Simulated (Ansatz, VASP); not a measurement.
# One calculation of SnS2, two programs

```xyz
3
Lattice="3.6390 0.0000 0.0000 -1.8195 3.1515 0.0000 0.0000 0.0000 5.8680" Properties=species:S:1:pos:R:3 pbc="T T T"
Sn    0.0000    0.0000    0.0000
S     0.0000    2.1010    1.4670
S     1.8195    1.0505    4.4010
```

Alike in both runs: task relaxation of cell and atoms; functional PBEsol; k mesh 6 × 6 × 4; occupations gaussian, width 0.02 eV; no spin polarisation.

|  | VASP | Ansatz |
| --- | --- | --- |
| version | VASP 6.6.1 | Ansatz 0.2.0 |
| potentials or method | VASP PAW PBE potentials, release 64 (Sn_d, S) | plane waves, PAW |
| plane-wave cutoff (eV) | 500 | 420 |
| valence electrons in the cell | 26 | 26 |

```csv
,VASP,Ansatz,Ansatz less VASP
relaxed volume (Å³/atom),23.22,23.32,+0.101
relaxed cell length with the largest relative difference (Å),6.035,6.054,+0.0186
```

VASP's potentials were made for PBE, not for PBEsol.
